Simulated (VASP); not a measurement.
# Ti3SiPd2 (P4/mmm) in VASP: relaxation of cell and atoms with PBE

Aim: the relaxation of cell and atoms of Ti3SiPd2 with PBE.

Everything below comes from runs of VASP 6.6.1. Logs are shortened: lines on timing, memory, paths and dates and some standing lists are left out, and cuts for length are marked.

**1. The cell of the first run**

The structure is tetragonal, space group P4/mmm (No. 123). Conventional cell: a = 2.833 Å, b = 2.833 Å, c = 11.362 Å, α = 90.00°, β = 90.00°, γ = 90.00°. Ti (site symmetry 4mm) has 4 Si at 2.69 Å and 4 Pd at 2.82 Å and 5 Ti at 2.83 to 3.58 Å within 3.6 Å. Within 3.6 Å of Ti (site symmetry 4/mmm) lie 8 Pd at 2.76 Å and 4 Ti at 2.83 Å. Within 3.5 Å of Si (site symmetry 4/mmm) lie 8 Ti at 2.69 Å and 4 Si at 2.83 Å. Within 3.6 Å of Pd (site symmetry 4mm) lie 8 Ti at 2.76 to 2.82 Å and 4 Pd at 2.83 Å.

The cell was generated, and may not be a known phase.

**2. Relaxation of cell and atoms, PBE**

Contents of INCAR:

```
PREC     = Accurate       # precision mode
ENCUT    = 600            # plane-wave cutoff, eV
EDIFF    = 1E-6           # SCF threshold, eV
ISMEAR   = 0              # smearing method
SIGMA    = 0.1            # smearing width, eV
LREAL    = F              # projectors in reciprocal space
LASPH    = T              # aspherical terms in the spheres
NELM     = 60             # most SCF steps
ALGO     = Fast           # electronic algorithm
ISIF     = 3              # what is computed and relaxed
LWAVE    = F              # write WAVECAR
LCHARG   = F              # write CHGCAR
GGA      = PE             # functional
IBRION   = 2              # ionic algorithm
NSW      = 100            # ionic steps
EDIFFG   = -0.01          # ionic threshold
```

Contents of KPOINTS:

```
Automatic mesh
0
Gamma
  12 12 4
```

Contents of POSCAR:

```
Ti3SiPd2
1.0
    2.8326181092      0.0000000000      0.0000000000
    0.0000000000      2.8326181092      0.0000000000
    0.0000000000      0.0000000000     11.3620014572
Ti Si Pd
3 1 2
Direct
    0.5000000000      0.5000000000      0.1576138224
    0.5000000000      0.5000000000      0.5000000000
    0.5000000000      0.5000000000      0.8423861776
    0.0000000000      0.0000000000      0.0000000000
    0.0000000000      0.0000000000      0.3325302471
    0.0000000000      0.0000000000      0.6674697529
```

Potentials or basis: VASP PAW PBE potentials, release 64 (Ti_sv, Si, Pd).

Run with:

```sh
$ cat potpaw_PBE.64/Ti_sv/POTCAR potpaw_PBE.64/Si/POTCAR potpaw_PBE.64/Pd/POTCAR > POTCAR
$ mpirun -np 1 vasp_std > vasp.out
```

OUTCAR:

```text
PREC = Accurate
   ENCUT = 600
   EDIFF = 1E-6
   ISMEAR = 0
   LREAL = F
   LASPH = T
   NELM = 60
   ISIF = 3
   GGA = PE
   IBRION = 2
   NSW = 100
   EDIFFG = -0.01

 ion  position               nearest neighbor table
   1  0.500  0.500  0.158-   4 2.69   4 2.69   4 2.69   4 2.69   5 2.82   5 2.82   5 2.82   5 2.82

   2  0.500  0.500  0.500-   5 2.76   6 2.76   5 2.76   6 2.76   5 2.76   6 2.76   5 2.76   6 2.76

   3  0.500  0.500  0.842-   4 2.69   4 2.69   4 2.69   4 2.69   6 2.82   6 2.82   6 2.82   6 2.82

   4  0.000  0.000  0.000-   1 2.69   3 2.69   1 2.69   3 2.69   1 2.69   3 2.69   1 2.69   3 2.69

   5  0.000  0.000  0.333-   2 2.76   2 2.76   2 2.76   2 2.76   1 2.82   1 2.82   1 2.82   1 2.82

   6  0.000  0.000  0.667-   2 2.76   2 2.76   2 2.76   2 2.76   3 2.82   3 2.82   3 2.82   3 2.82

  LATTYP: Found a simple tetragonal cell.
 ALAT       =     2.8326181092
 C/A-ratio  =     4.0111306993

  Lattice vectors:

 A1 = (   2.8326181092,   0.0000000000,   0.0000000000)
 A2 = (   0.0000000000,   2.8326181092,   0.0000000000)
 A3 = (   0.0000000000,   0.0000000000,  11.3620014572)

Analysis of symmetry for initial positions (statically):
=====================================================================
 Subroutine PRICEL returns:
 Original cell was already a primitive cell.

 Routine SETGRP: Setting up the symmetry group for a
 simple tetragonal supercell.

 Subroutine GETGRP returns: Found 16 space group operations
 (whereof 16 operations were pure point group operations)
 out of a pool of 16 trial point group operations.

The static configuration has the point symmetry D_4h.

Analysis of symmetry for dynamics (positions and initial velocities):
=====================================================================
 Subroutine PRICEL returns:
 Original cell was already a primitive cell.

 Routine SETGRP: Setting up the symmetry group for a
 simple tetragonal supercell.

 Subroutine GETGRP returns: Found 16 space group operations
 (whereof 16 operations were pure point group operations)
 out of a pool of 16 trial point group operations.

The dynamic configuration has the point symmetry D_4h.

 Subroutine INISYM returns: Found 16 space group operations
 (whereof 16 operations are pure point group operations),
 and found     1 'primitive' translations

----------------------------------------------------------------------------------------

                                     Primitive cell

  volume of cell :      91.1656

  direct lattice vectors                    reciprocal lattice vectors
     2.832618109  0.000000000  0.000000000     0.353030293  0.000000000  0.000000000
     0.000000000  2.832618109  0.000000000     0.000000000  0.353030293  0.000000000
     0.000000000  0.000000000 11.362001457     0.000000000  0.000000000  0.088012663

  length of vectors
     2.832618109  2.832618109 11.362001457     0.353030293  0.353030293  0.088012663

  position of ions in fractional coordinates (direct lattice)
     0.500000000  0.500000000  0.157613822
     0.500000000  0.500000000  0.500000000
     0.500000000  0.500000000  0.842386178
     0.000000000  0.000000000  0.000000000
     0.000000000  0.000000000  0.332530247
     0.000000000  0.000000000  0.667469753

  ion indices of the primitive-cell ions
   primitive index   ion index
                 1           1
                 2           2
                 3           3
                 4           4
                 5           5
                 6           6

----------------------------------------------------------------------------------------

 KPOINTS: Automatic mesh

Automatic generation of k-mesh.
 Grid dimensions read from file:
 generate k-points for:   12   12    4

 Generating k-lattice:

  Cartesian coordinates                     Fractional coordinates (reciprocal lattice)
     0.029419191  0.000000000  0.000000000     0.083333333  0.000000000  0.000000000
     0.000000000  0.029419191  0.000000000     0.000000000  0.083333333  0.000000000
     0.000000000  0.000000000  0.022003166     0.000000000  0.000000000  0.250000000

  Length of vectors
     0.029419191  0.029419191  0.022003166

  Shift w.r.t. Gamma in fractional coordinates (k-lattice)
     0.000000000  0.000000000  0.000000000

 Subroutine IBZKPT returns following result:
 ===========================================

 Found     84 irreducible k-points:

 Following reciprocal coordinates:
            Coordinates               Weight
  0.000000  0.000000  0.000000      1.000000
  0.083333  0.000000  0.000000      4.000000
  0.166667  0.000000  0.000000      4.000000
  0.250000  0.000000  0.000000      4.000000
  0.333333  0.000000  0.000000      4.000000
  0.416667  0.000000  0.000000      4.000000
[... 16 lines left out ...]
  0.333333  0.333333  0.000000      4.000000
  0.416667  0.333333  0.000000      8.000000
 [... further k-points ...]
   k-points           NKPTS =     84   k-points in BZ     NKDIM =     84   number of bands    NBANDS=     36
   number of dos      NEDOS =    301   number of ions     NIONS =      6
   total plane-waves  NPLWV =  55296
   dimension x,y,z NGX =    24 NGY =   24 NGZ =   96
   dimension x,y,z NGXF=    48 NGYF=   48 NGZF=  192
   ions per type =               3   1   2
   NGX,Y,Z   is equivalent  to a cutoff of  14.09, 14.09, 14.05 a.u.
   NGXF,Y,Z  is equivalent  to a cutoff of  28.17, 28.17, 28.09 a.u.
 SYSTEM =  unknown system
   PREC   = accura    normal or accurate (medium, high low for compatibility)
   ISTART =      0    job   : 0-new  1-cont  2-samecut
   ICHARG =      2    charge: 1-file 2-atom 10-const
   ISPIN  =      1    spin polarized calculation?
   LNONCOLLINEAR =      F non collinear calculations
   LSORBIT =      F    spin-orbit coupling
   LASPH  =      T    aspherical Exc in radial PAW
   ENCUT  =  600.0 eV  44.10 Ry    6.64 a.u.   5.66  5.66 22.69*2*pi/ulx,y,z
   NELM   =     60;   NELMIN=  2; NELMDL= -5     # of ELM steps
   EDIFF  = 0.1E-05   stopping-criterion for ELM
   LREAL  =      F    real-space projection
   EDIFFG = -.1E-01   stopping-criterion for IOM
   NSW    =    100    number of steps for IOM
   IBRION =      2    ionic relax: 0-MD 1-quasi-New 2-CG
   NFREE  =      1    steps in history (QN), initial steepest desc. (CG)
   ISIF   =      3    stress and relaxation
   ISYM   =      2    0-nonsym 1-usesym 2-fastsym
   POTIM  = 0.5000    time-step for ionic-motion
   TEBEG  =    0.0;   TEEND  =   0.0 temperature during run
   PSTRESS=    0.0 pullay stress
   NELECT =      60.0000    total number of electrons
   NUPDOWN=      -1.0000    fix difference up-down
   EMIN   =  10.00;   EMAX   =-10.00  energy-range for DOS
   EFERMI =   0.00;   METHOD = LEGACY
   ISMEAR =     0;   SIGMA  =   0.10  broadening in eV -4-tet -1-fermi 0-gaus
   EFERMI_NEDOS =   21; number of points for ismear=-14 and -15
   IALGO  =     68    algorithm
   IMIX   =      4    mixing-type and parameters
     AMIX     =   0.40;   BMIX     =  1.00
     AMIX_MAG =   1.60;   BMIX_MAG =  1.00
  volume/ion in A,a.u.               =      15.19       102.54
  Fermi-wavevector in a.u.,A,eV,Ry     =   1.424016  2.691001 27.590198  2.027822
  Thomas-Fermi vector in A             =   2.544552
   LORBIT       =      0    0 simple, 1 ext, 2 COOP (PROOUT), +10 PAW based schemes
   GGA     = PE    functional components
   LHFCALC =     F    Hartree Fock is set to
   AEXX    =    0.0000 exact exchange contribution
   IVDW    =     0    specifies the selected vdW correction
   LEPSILON=     F    determine dielectric tensor
   LRPA    =     F    only Hartree local field effects (RPA)
 conjugate gradient relaxation of ions
 non-spin polarized calculation
 RMM-DIIS sequential band-by-band and
 Gauss-broadening in eV      SIGMA  =   0.10
  energy-cutoff  :      600.00
  volume of cell :       91.17
 maximum number of plane-waves:      3070
 NGX is ok and might be reduce to    24
   NGX = 11   NGY = 11   NGZ = 45

--------------------------------------- Ionic step        1  -------------------------------------------

 number of electron      59.9999988 magnetization

 Free energy of the ion-electron system (eV)
  ---------------------------------------------------
  ext. energy  EPLUGINS =         0.00000000
  ---------------------------------------------------
  free energy    TOTEN  =       -42.70096099 eV

  energy without entropy =      -42.67035831  energy(sigma->0) =      -42.68565965

------------------------ aborting loop because EDIFF is reached ----------------------------------------

  FORCE on cell =-STRESS in cart. coord.  units (eV):
  Direction    XX          YY          ZZ          XY          YZ          ZX
  --------------------------------------------------------------------------------------
  -------------------------------------------------------------------------------------
  Total       -0.3027130     -0.3027130      0.5087099      0.0000000      0.0000000      0.0000000
  in kB       -5.3199896     -5.3199896      8.9402546      0.0000000      0.0000000      0.0000000
  external PRESSURE =      -0.5665749 kB  Pullay stress =       0.0000000 kB
[... 105 lines left out ...]
  energy  without entropy=      -42.6736734262  energy(sigma->0) =      -42.68906765

--------------------------------------- Ionic step        4  -------------------------------------------

 number of electron      59.9999987 magnetization

 Free energy of the ion-electron system (eV)
  ---------------------------------------------------
  ext. energy  EPLUGINS =         0.00000000
  ---------------------------------------------------
  free energy    TOTEN  =       -42.70446641 eV

  energy without entropy =      -42.67367609  energy(sigma->0) =      -42.68907125

 E-fermi :   9.9464     XC(G=0): -12.2499

 val. band max:        9.9408634540   @ k =   0.2500   0.1667   0.2500
 cond. band min:       9.9467748205   @ k =   0.5000   0.1667   0.5000
 fundamental gap:      0.0059113665
 Fermi energy:         9.9464016963

 k-point     1 :       0.0000    0.0000    0.0000
  band No.  band energies     occupation
      1     -47.1629      2.00000
      2     -46.8921      2.00000
      3     -46.8902      2.00000
      4     -23.4921      2.00000
      5     -23.2470      2.00000
      6     -23.2121      2.00000
[... 925 lines left out ...]
     35      11.9128      0.00000
     36      12.0827      0.00000

 [... further k-points ...]
[... 5 lines left out ...]
  --------------------------------------------------------------------------------------
  -------------------------------------------------------------------------------------
  Total        0.0201940      0.0201940      0.0461813      0.0000000      0.0000000      0.0000000
  in kB        0.3553922      0.3553922      0.8127421      0.0000000      0.0000000      0.0000000
  external PRESSURE =       0.5078422 kB  Pullay stress =       0.0000000 kB
[... 21 lines left out ...]
  FREE ENERGIE OF THE ION-ELECTRON SYSTEM (eV)
  ---------------------------------------------------
  free  energy   TOTEN  =       -42.7044664128 eV

  energy  without entropy=      -42.6736760939  energy(sigma->0) =      -42.68907125

 reached required accuracy - stopping structural energy minimisation
```

Run time: 19 min. Hardware: 1 thread of AMD EPYC 9R45 (Zen 5), shared host; peak memory 0.43 GiB.

What came out:

* Free energy: -42.7045 eV
* Relaxed volume: 15.17 Å³/atom
* Relaxed cell: a = 2.821 Å, b = 2.821 Å, c = 11.443 Å, α = 90.00°, β = 90.00°, γ = 90.00°
* Space group after relaxing (to 0.1 Å): P4/mmm (No. 123)
* Energy gained by relaxing: 0.6 meV/atom
* Ionic steps: 4
* Pressure after relaxing: 0.1 GPa
* Largest force after relaxing: 0.007 eV/Å
* Band gap on the k mesh: zero (bands 30 and 31 overlap by 1.03 eV)

Forces in eV/Å, atoms in the order of the input:
```
Ti   0.000  0.000  0.001
Ti   0.000  0.000  0.000
Ti   0.000  0.000 -0.001
Si   0.000  0.000  0.000
Pd   0.000  0.000 -0.007
Pd   0.000  0.000  0.007
```

Step by step:
```
step  energy change (eV)  largest force (eV/Å)  pressure (GPa)  volume (Å³)
   1              0.0000                0.0494           -0.06        91.17
   2             -0.0028                0.0150            0.00        91.09
   3             -0.0035                0.0100            0.06        91.04
   4             -0.0035                0.0072            0.05        91.04
```

Final structure:
```
CELL_PARAMETERS angstrom
2.82062 0.00000 0.00000
0.00000 2.82062 0.00000
0.00000 0.00000 11.44289
ATOMIC_POSITIONS crystal
Ti 0.50000 0.50000 0.15725
Ti 0.50000 0.50000 0.50000
Ti 0.50000 0.50000 0.84275
Si 0.00000 0.00000 0.00000
Pd 0.00000 0.00000 0.33287
Pd 0.00000 0.00000 0.66713
```
